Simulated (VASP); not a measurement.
Write the native input for VASP 6.6.1 that does the following.

```yaml
Task: single point
Functional: PBE
Potentials_or_basis: VASP PAW PBE potentials, release 64 (Ti_sv)
Cutoff: 520 eV
k_mesh: 22 × 22 × 22
Occupations: gaussian, width 0.15 eV
Spin: collinear spin
Starting_moments: "[0.7] μB"
Fixed_moment: 0.7 μB
Dipole_correction: no
Further_INCAR_settings: ALGO = Fast; EDIFF = 1e-07; NBANDS = 16
```

The structure of Ti lies in POSCAR:

```
Ti
1.0
   -1.5509532811      1.5509532811      1.5509532811
    1.5509532811     -1.5509532811      1.5509532811
    1.5509532811      1.5509532811     -1.5509532811
Ti
1
Direct
    0.0000000000      0.0000000000      0.0000000000
```

This isn't the form of Ti at room conditions, which is hcp.

One way to write it, as run:

INCAR

```
SYSTEM = Ti
PREC = Accurate ; ENCUT = 520
EDIFF = 1E-7 ; ISMEAR = 0
SIGMA = 0.15 ; LREAL = .False.
LASPH = .True. ; NELM = 150
ALGO = Fast ; ISIF = 2
LWAVE = .False. ; LCHARG = .False.
ISPIN = 2 ; MAGMOM = 0.7
LORBIT = 11 ; NUPDOWN = 0.7
LMAXMIX = 4 ; GGA = PE
NBANDS = 16
```

KPOINTS

```
Automatic mesh
0
Gamma
  22 22 22
  0 0 0
```

Potentials or basis: VASP PAW PBE potentials, release 64 (Ti_sv).

The run is started by

```console
$ cat potpaw_PBE.64/Ti_sv/POTCAR > POTCAR
$ mpirun -np 1 vasp_std > vasp.out
```

Results of the run:

```json
{
  "Pressure": "21.0 GPa",
  "Net moment": "0.70 μB per cell",
  "Site moments": "Ti +0.51 μB",
  "Valence electrons inside the program's atomic spheres": "Ti 10.47"
}
```

Caveat: the cell stands under pressure; the total moment is fixed, so each spin has its own Fermi level and the state may be an excited one.

Wall time 74 s on 1 thread of Intel(R) Xeon(R) 6975P-C (Granite Rapids), with other jobs on the host, peak memory 0.22 GiB.
